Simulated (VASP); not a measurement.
# Si: single point with PBEsol

Si:

```
Si
1.0
     5.43285    0.00000    0.00000
     0.00000    2.71643   -2.71643
     0.00000    8.14928    8.14928
Si
12
Direct
  0.50000 0.00000 0.33333
  0.00000 0.50000 0.50000
  0.50000 0.00000 0.66667
  0.00000 0.50000 0.83333
  0.50000 0.00000 0.00000
  0.00000 0.50000 0.16667
  0.75000 0.00000 0.50000
  0.25000 0.50000 0.66667
  0.75000 0.00000 0.83333
  0.25000 0.50000 0.00000
  0.75000 0.00000 0.16667
  0.25000 0.50000 0.33333
```

| Item | Value |
| --- | --- |
| Program | VASP 6.6.1 |
| Task | single point |
| Functional | PBEsol |
| Potentials or basis | VASP PAW PBE potentials, release 64 (Si) |
| Cutoff | 520 eV |
| k mesh | 6 × 9 × 3 |
| Occupations | gaussian, width 0.05 eV |
| Spin | no spin polarisation |
| Dipole correction | no |
| Further INCAR settings | ALGO = Normal; EDIFF = 1e-07; NBANDS = 36 |

```json
{
 "Pressure": "0.1 GPa",
 "Band gap on the k mesh": "0.46 eV"
}
```

Levels at points of the mesh, in eV from the valence-band top:
| k point | band 21 | band 22 | band 23 | band 24 | band 25 | band 26 | band 27 | band 28 |
| --- | --- | --- | --- | --- | --- | --- | --- | --- |
| (0.00, 0.00, 0.00) | -0.57 | 0.00 | 0.00 | 0.00 | 0.59 | 0.59 | 1.46 | 1.46 |
| (0.50, 0.00, 0.00) | -1.42 | -1.42 | -1.42 | -1.42 | 1.03 | 1.03 | 2.06 | 2.06 |

Wall time 11 min on 1 thread of Intel(R) Xeon(R) Platinum 8259CL CPU @ 2.50GHz (Skylake/Cascade Lake), on a shared host, peak memory 0.43 GiB.

Caveat: the PAW data sets were made with another functional, which shifts forces and pressure a little; an odd mesh through Γ misses points on the zone boundary, where band edges can lie.
